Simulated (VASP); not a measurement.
# SnO2 in VASP: a series of runs

Runs on SnO2. Level: PBE+D3(BJ). Tasks: single point.

Everything below comes from runs of VASP 6.6.1. Logs are shortened: lines on timing, memory, paths and dates and some standing lists are left out, and cuts for length are marked.

**1. The cell of the first run**

The cell holds a sheet with vacuum, 6 atoms: a = 2.607 Å, b = 2.607 Å, c = 21.000 Å, α = 90.00°, β = 90.00°, γ = 90.00°.

**2. Single point, PBE+D3(BJ)**

Input file INCAR:

```
SYSTEM = SnO2
PREC = Accurate
ENCUT = 520
EDIFF = 1E-6
ISMEAR = 0
SIGMA = 0.1
LREAL = .FALSE.
LASPH = .TRUE.
NELM = 80
ALGO = Normal
ISIF = 2
LWAVE = .FALSE.
LCHARG = .FALSE.
LDIPOL = .TRUE.
IDIPOL = 3
DIPOL = 0.5 0.5 0.500
GGA = PE
IVDW = 12
NBANDS = 35
```

Input file KPOINTS:

```
regular mesh
0
G
  6 6 1
  0 0 0
```

Input file POSCAR:

```
SnO2
1.0
    2.6066423600      0.0000000000      0.0000000000
    0.0000000000      2.6066423600      0.0000000000
    0.0000000000      0.0000000000     21.0000000000
Sn O
2 4
Direct
    0.0000000000      0.0000000000      0.3974476200
    0.0000000000      0.0000000000      0.6025523800
    0.5000000000      0.5000000000      0.4378571400
    0.5000000000      0.5000000000      0.3570380900
    0.5000000000      0.5000000000      0.6429619100
    0.5000000000      0.5000000000      0.5621428600
```

Potentials or basis: VASP PAW PBE potentials, release 64 (Sn_d, O).

On the command line:

```console
> cat potpaw_PBE.64/Sn_d/POTCAR potpaw_PBE.64/O/POTCAR > POTCAR
> mpirun -np 1 vasp_std > vasp.out
```

OUTCAR:

```text
SYSTEM = SnO2
   PREC = Accurate
   ENCUT = 520
   EDIFF = 1E-6
   ISMEAR = 0
   LREAL = .FALSE.
   LASPH = .TRUE.
   NELM = 80
   ISIF = 2
   GGA = PE
   IVDW = 12
 IVDW          = 12

 ion  position               nearest neighbor table
   1  0.000  0.000  0.397-   3 2.03   3 2.03   3 2.03   3 2.03   4 2.03   4 2.03   4 2.03   4 2.03

   2  0.000  0.000  0.603-   6 2.03   6 2.03   6 2.03   6 2.03   5 2.03   5 2.03   5 2.03   5 2.03

   3  0.500  0.500  0.438-   4 1.70   1 2.03   1 2.03   1 2.03   1 2.03
   4  0.500  0.500  0.357-   3 1.70   1 2.03   1 2.03   1 2.03   1 2.03
   5  0.500  0.500  0.643-   6 1.70   2 2.03   2 2.03   2 2.03   2 2.03
   6  0.500  0.500  0.562-   5 1.70   2 2.03   2 2.03   2 2.03   2 2.03

  LATTYP: Found a simple tetragonal cell.
 ALAT       =     2.6066423600
 C/A-ratio  =     8.0563411085

  Lattice vectors:

 A1 = (   2.6066423600,   0.0000000000,   0.0000000000)
 A2 = (   0.0000000000,   2.6066423600,   0.0000000000)
 A3 = (   0.0000000000,   0.0000000000,  21.0000000000)

Analysis of symmetry for initial positions (statically):
=====================================================================
 Subroutine PRICEL returns:
 Original cell was already a primitive cell.

 Routine SETGRP: Setting up the symmetry group for a
 simple tetragonal supercell.

 Subroutine GETGRP returns: Found 16 space group operations
 (whereof 16 operations were pure point group operations)
 out of a pool of 16 trial point group operations.

The static configuration has the point symmetry D_4h.

Analysis of symmetry for dynamics (positions and initial velocities):
=====================================================================
 Subroutine PRICEL returns:
 Original cell was already a primitive cell.

 Routine SETGRP: Setting up the symmetry group for a
 simple tetragonal supercell.

 Subroutine GETGRP returns: Found 16 space group operations
 (whereof 16 operations were pure point group operations)
 out of a pool of 16 trial point group operations.

The dynamic configuration has the point symmetry D_4h.

 Subroutine INISYM returns: Found 16 space group operations
 (whereof 16 operations are pure point group operations),
 and found     1 'primitive' translations

----------------------------------------------------------------------------------------

                                     Primitive cell

  volume of cell :     142.6863

  direct lattice vectors                    reciprocal lattice vectors
     2.606642360  0.000000000  0.000000000     0.383635291  0.000000000  0.000000000
     0.000000000  2.606642360  0.000000000     0.000000000  0.383635291  0.000000000
     0.000000000  0.000000000 21.000000000     0.000000000  0.000000000  0.047619048

  length of vectors
     2.606642360  2.606642360 21.000000000     0.383635291  0.383635291  0.047619048

  position of ions in fractional coordinates (direct lattice)
     0.000000000  0.000000000  0.397447620
     0.000000000  0.000000000  0.602552380
     0.500000000  0.500000000  0.437857140
     0.500000000  0.500000000  0.357038090
     0.500000000  0.500000000  0.642961910
     0.500000000  0.500000000  0.562142860

  ion indices of the primitive-cell ions
   primitive index   ion index
                 1           1
                 2           2
                 3           3
                 4           4
                 5           5
                 6           6

----------------------------------------------------------------------------------------

 KPOINTS: regular mesh

Automatic generation of k-mesh.
 Grid dimensions read from file:
 generate k-points for:    6    6    1

 Generating k-lattice:

  Cartesian coordinates                     Fractional coordinates (reciprocal lattice)
     0.063939215  0.000000000  0.000000000     0.166666667  0.000000000  0.000000000
     0.000000000  0.063939215  0.000000000     0.000000000  0.166666667  0.000000000
     0.000000000  0.000000000  0.047619048     0.000000000  0.000000000  1.000000000

  Length of vectors
     0.063939215  0.063939215  0.047619048

  Shift w.r.t. Gamma in fractional coordinates (k-lattice)
     0.000000000  0.000000000  0.000000000

 Subroutine IBZKPT returns following result:
 ===========================================

 Found     10 irreducible k-points:

 Following reciprocal coordinates:
            Coordinates               Weight
  0.000000  0.000000  0.000000      1.000000
  0.166667  0.000000  0.000000      4.000000
  0.333333  0.000000  0.000000      4.000000
  0.500000  0.000000  0.000000      2.000000
  0.166667  0.166667  0.000000      4.000000
  0.333333  0.166667  0.000000      8.000000
  0.500000  0.166667  0.000000      4.000000
  0.333333  0.333333  0.000000      4.000000
  0.500000  0.333333  0.000000      4.000000
  0.500000  0.500000  0.000000      1.000000
   k-points           NKPTS =     10   k-points in BZ     NKDIM =     10   number of bands    NBANDS=     35
   number of dos      NEDOS =    301   number of ions     NIONS =      6
   total plane-waves  NPLWV =  64000
   dimension x,y,z NGX =    20 NGY =   20 NGZ =  160
   dimension x,y,z NGXF=    40 NGYF=   40 NGZF=  320
   ions per type =               2   4
   NGX,Y,Z   is equivalent  to a cutoff of  12.76, 12.76, 12.67 a.u.
   NGXF,Y,Z  is equivalent  to a cutoff of  25.51, 25.51, 25.33 a.u.
 SYSTEM =  SnO2
   PREC   = accura    normal or accurate (medium, high low for compatibility)
   ISTART =      0    job   : 0-new  1-cont  2-samecut
   ICHARG =      2    charge: 1-file 2-atom 10-const
   ISPIN  =      1    spin polarized calculation?
   LNONCOLLINEAR =      F non collinear calculations
   LSORBIT =      F    spin-orbit coupling
   LASPH  =      T    aspherical Exc in radial PAW
   ENCUT  =  520.0 eV  38.22 Ry    6.18 a.u.   4.85  4.85 39.05*2*pi/ulx,y,z
   NELM   =     80;   NELMIN=  2; NELMDL= -5     # of ELM steps
   EDIFF  = 0.1E-05   stopping-criterion for ELM
   LREAL  =      F    real-space projection
   EDIFFG = 0.1E-04   stopping-criterion for IOM
   NSW    =      0    number of steps for IOM
   IBRION =     -1    ionic relax: 0-MD 1-quasi-New 2-CG
   NFREE  =      0    steps in history (QN), initial steepest desc. (CG)
   ISIF   =      2    stress and relaxation
   ISYM   =      2    0-nonsym 1-usesym 2-fastsym
   POTIM  = 0.5000    time-step for ionic-motion
   TEBEG  =    0.0;   TEEND  =   0.0 temperature during run
   PSTRESS=    0.0 pullay stress
   NELECT =      52.0000    total number of electrons
   NUPDOWN=      -1.0000    fix difference up-down
   EMIN   =  10.00;   EMAX   =-10.00  energy-range for DOS
   EFERMI =   0.00;   METHOD = LEGACY
   ISMEAR =     0;   SIGMA  =   0.10  broadening in eV -4-tet -1-fermi 0-gaus
   EFERMI_NEDOS =   21; number of points for ismear=-14 and -15
   IALGO  =     38    algorithm
   IMIX   =      4    mixing-type and parameters
     AMIX     =   0.40;   BMIX     =  1.00
     AMIX_MAG =   1.60;   BMIX_MAG =  1.00
  volume/ion in A,a.u.               =      23.78       160.48
  Fermi-wavevector in a.u.,A,eV,Ry     =   1.169361  2.209772 18.604672  1.367405
  Thomas-Fermi vector in A             =   2.305835
   LORBIT       =      0    0 simple, 1 ext, 2 COOP (PROOUT), +10 PAW based schemes
   GGA     = PE    functional components
   LHFCALC =     F    Hartree Fock is set to
   AEXX    =    0.0000 exact exchange contribution
   IVDW    =    12    specifies the selected vdW correction
   LEPSILON=     F    determine dielectric tensor
   LRPA    =     F    only Hartree local field effects (RPA)
 non-spin polarized calculation
 Gauss-broadening in eV      SIGMA  =   0.10
  energy-cutoff  :      520.00
  volume of cell :      142.69
 maximum number of plane-waves:      3876
 NGX is ok and might be reduce to    20
   NGX =  9   NGY =  9   NGZ = 79

 number of electron      51.9999982 magnetization

 dipolmoment           0.000000      0.000000     -0.000000 electrons x Angstroem

 Free energy of the ion-electron system (eV)
  ---------------------------------------------------
  ext. energy  EPLUGINS =         0.00000000
  ---------------------------------------------------
  free energy    TOTEN  =       -18.33423506 eV

  energy without entropy =      -18.31367965  energy(sigma->0) =      -18.32395735

 E-fermi :   1.9106     XC(G=0):  -5.5380

 val. band max:        1.8618904527   @ k =   0.3333   0.1667   0.0000
 cond. band min:       1.9661800744   @ k =   0.5000   0.0000   0.0000
 fundamental gap:      0.1042896217
 Fermi energy:         1.9105535358

 k-point     1 :       0.0000    0.0000    0.0000
  band No.  band energies     occupation
      1     -24.9982      2.00000
      2     -24.9673      2.00000
      3     -22.6572      2.00000
      4     -22.6570      2.00000
      5     -21.2610      2.00000
      6     -21.2610      2.00000
[... 27 lines left out ...]
     34       8.8933      0.00000
     35       9.8836      0.00000

 k-point     2 :       0.1667    0.0000    0.0000
  band No.  band energies     occupation
      1     -24.5551      2.00000
      2     -24.5239      2.00000
      3     -22.4719      2.00000
      4     -22.4712      2.00000
      5     -21.7402      2.00000
      6     -21.7239      2.00000
[... 27 lines left out ...]
     34       9.5319      0.00000
     35      10.2027      0.00000

 k-point     3 :       0.3333    0.0000    0.0000
  band No.  band energies     occupation
      1     -23.4584      2.00000
      2     -23.4266      2.00000
      3     -22.3992      2.00000
      4     -22.3769      2.00000
      5     -22.1478      2.00000
      6     -22.1412      2.00000
[... 27 lines left out ...]
     34       9.5553      0.00000
     35       9.8150      0.00000

 k-point     4 :       0.5000    0.0000    0.0000
  band No.  band energies     occupation
      1     -22.6676      2.00000
      2     -22.6373      2.00000
      3     -22.4073      2.00000
      4     -22.3699      2.00000
      5     -22.3696      2.00000
      6     -22.3647      2.00000
[... 27 lines left out ...]
     34      11.5786      0.00000
     35      11.6353      0.00000

 k-point     5 :       0.1667    0.1667    0.0000
  band No.  band energies     occupation
      1     -24.2924      2.00000
      2     -24.2622      2.00000
      3     -22.2631      2.00000
      4     -22.2628      2.00000
      5     -21.8290      2.00000
      6     -21.8092      2.00000
[... 27 lines left out ...]
     34      10.1161      0.00000
     35      10.5738      0.00000

 k-point     6 :       0.3333    0.1667    0.0000
  band No.  band energies     occupation
      1     -23.9020      2.00000
      2     -23.8773      2.00000
      3     -22.2646      2.00000
      4     -22.2455      2.00000
      5     -22.0152      2.00000
      6     -22.0146      2.00000
[... 27 lines left out ...]
     34       9.9686      0.00000
     35      10.0848      0.00000

 k-point     7 :       0.5000    0.1667    0.0000
  band No.  band energies     occupation
      1     -23.8014      2.00000
      2     -23.7809      2.00000
      3     -22.4820      2.00000
      4     -22.4635      2.00000
      5     -21.9938      2.00000
      6     -21.9933      2.00000
[... 27 lines left out ...]
     34      11.4347      0.00000
     35      12.1239      0.00000

 k-point     8 :       0.3333    0.3333    0.0000
  band No.  band energies     occupation
      1     -24.5766      2.00000
      2     -24.5606      2.00000
      3     -22.0395      2.00000
      4     -22.0261      2.00000
      5     -21.7096      2.00000
      6     -21.7070      2.00000
[... 27 lines left out ...]
     34      10.6153      0.00000
     35      10.9419      0.00000

 k-point     9 :       0.5000    0.3333    0.0000
  band No.  band energies     occupation
      1     -24.8463      2.00000
      2     -24.8329      2.00000
      3     -22.0865      2.00000
      4     -22.0770      2.00000
      5     -21.6857      2.00000
      6     -21.6829      2.00000
[... 27 lines left out ...]
     34      10.5100      0.00000
     35      13.4812      0.00000

 k-point    10 :       0.5000    0.5000    0.0000
  band No.  band energies     occupation
      1     -25.2104      2.00000
      2     -25.1989      2.00000
      3     -21.8605      2.00000
      4     -21.8605      2.00000
      5     -21.8571      2.00000
      6     -21.8571      2.00000
[... 27 lines left out ...]
     34      10.1659      0.00000
     35      14.6264      0.00000

------------------------ aborting loop because EDIFF is reached ----------------------------------------

 vacuum level on the upper side and lower side of the slab       (xc-potential included)        -0.168        -0.168

 Edisp (eV)   -1.26027

 E8    (eV) :    -0.5176

  FORCE on cell =-STRESS in cart. coord.  units (eV):
  Direction    XX          YY          ZZ          XY          YZ          ZX
  --------------------------------------------------------------------------------------
  -------------------------------------------------------------------------------------
  Total      47.25750    47.25750    54.24812     0.00000    -0.00000     0.00000
  in kB     530.63896   530.63896   609.13433     0.00000    -0.00000     0.00000
  external pressure =      556.80 kB  Pullay stress =        0.00 kB

 VOLUME and BASIS-vectors are now :
 -----------------------------------------------------------------------------
  energy-cutoff  :      520.00
  volume of cell :      142.69
      direct lattice vectors                 reciprocal lattice vectors
     2.606642360  0.000000000  0.000000000     0.383635291  0.000000000  0.000000000
     0.000000000  2.606642360  0.000000000     0.000000000  0.383635291  0.000000000
     0.000000000  0.000000000 21.000000000     0.000000000  0.000000000  0.047619048

 POSITION                                       TOTAL-FORCE (eV/Angst)
 -----------------------------------------------------------------------------------
      0.00000      0.00000      8.34640         0.000000      0.000000     -0.226145
      0.00000      0.00000     12.65360        -0.000000     -0.000000      0.226145
      1.30332      1.30332      9.19500        -0.000000     -0.000000     15.969499
      1.30332      1.30332      7.49780        -0.000000      0.000000    -15.839867
      1.30332      1.30332     13.50220         0.000000      0.000000     15.839867
      1.30332      1.30332     11.80500        -0.000000     -0.000000    -15.969499
 -----------------------------------------------------------------------------------
    total drift:                                0.000000      0.000000     -0.000000

  FREE ENERGIE OF THE ION-ELECTRON SYSTEM (eV)
  ---------------------------------------------------
  free  energy   TOTEN  =       -19.5945079150 eV

  energy  without entropy=      -19.5739525082  energy(sigma->0) =      -19.58423021

 vacuum level on the upper side and lower side of the slab         6.731         6.731
```

Run time: 1.9 min. Hardware: 1 thread of Intel Xeon 8259CL, shared host; peak memory 0.25 GiB.

What came out:

| Property | Result |
| --- | --- |
| Free energy | -19.5945 eV |
| Largest force | 15.969 eV/Å |
| Band gap on the k mesh | zero (bands 26 and 27 overlap by 2.12 eV) |
| Dispersion energy per atom | -0.210 eV |

Forces on the atoms (eV/Å):
```
Sn    0.000   0.000  -0.226
Sn    0.000   0.000   0.226
O     0.000   0.000  15.969
O     0.000   0.000 -15.840
O     0.000   0.000  15.840
O     0.000   0.000 -15.969
```

Levels at points of the mesh, in eV from the Fermi level:
```
           k point  band 24  band 25  band 26  band 27  band 28  band 29
(0.00, 0.00, 0.00)    -3.26    -2.55    -2.27    -1.99    -0.71     3.34
(0.50, 0.00, 0.00)    -3.73    -0.86     0.06     3.06     3.15     5.86
(0.50, 0.50, 0.00)    -5.23    -2.07    -1.82    -0.45     0.27     3.45
```

Caveat: the k points lie up to 0.40 Å⁻¹ apart, too coarse for converged energies and pressures of a metal; spin-orbit coupling is left out, which moves the levels of the heavy elements.

**3. Single point, PBE+D3(BJ)**

Input file INCAR:

```
ALGO     = Normal         # electronic algorithm
DIPOL    = 0.5 0.5 0.500
EDIFF    = 1E-7           # SCF threshold, eV
ENCUT    = 520            # plane-wave cutoff, eV
GGA      = PE             # functional
IDIPOL   = 3            
ISIF     = 2              # what is computed and relaxed
ISMEAR   = 0              # smearing method
IVDW     = 12             # dispersion correction
LASPH    = True           # aspherical terms in the spheres
LCHARG   = True           # write CHGCAR
LDIPOL   = True         
LELF     = True           # ELF
LREAL    = False          # projectors in reciprocal space
LVACPOTAV= True         
LVHAR    = True         
LWAVE    = False          # write WAVECAR
NBANDS   = 35             # bands
NELM     = 60             # most SCF steps
PREC     = Accurate       # precision mode
SIGMA    = 0.1            # smearing width, eV
```

Input file KPOINTS:

```
k-points
0
Gamma
  6 6 1
```

POSCAR is that of step 2.

Potentials or basis: VASP PAW PBE potentials, release 64 (Sn_d, O).

On the command line:

```console
> cat potpaw_PBE.64/Sn_d/POTCAR potpaw_PBE.64/O/POTCAR > POTCAR
> mpirun -np 1 vasp_std > vasp.out
```

It took 2 min on 1 thread of Intel Xeon 8259CL, shared host; peak memory 0.25 GiB.

It converged, with:

```
Free energy                : -19.5945 eV
Largest force              : 15.969 eV/Å
Band gap on the k mesh     : zero (bands 26 and 27 overlap by 2.12 eV)
Dispersion energy per atom : -0.210 eV
```

Forces on the atoms (eV/Å):
```
Sn    0.000   0.000  -0.226
Sn    0.000   0.000   0.226
O     0.000   0.000  15.969
O     0.000   0.000 -15.840
O     0.000   0.000  15.840
O     0.000   0.000 -15.969
```

Levels at points of the mesh, in eV from the Fermi level:
| k point | band 23 | band 24 | band 25 | band 26 | band 27 | band 28 | band 29 | band 30 |
| --- | --- | --- | --- | --- | --- | --- | --- | --- |
| (0.00, 0.00, 0.00) | -3.26 | -3.26 | -2.55 | -2.27 | -1.99 | -0.71 | 3.34 | 3.84 |
| (0.50, 0.00, 0.00) | -3.79 | -3.73 | -0.86 | 0.06 | 3.06 | 3.15 | 5.86 | 5.97 |
| (0.50, 0.50, 0.00) | -5.23 | -5.23 | -2.07 | -1.82 | -0.45 | 0.27 | 3.45 | 4.42 |

Caveat: the k points lie up to 0.40 Å⁻¹ apart, too coarse for converged energies and pressures of a metal; spin-orbit coupling is left out, which moves the levels of the heavy elements.

(Part 1 of 2 ends here.)
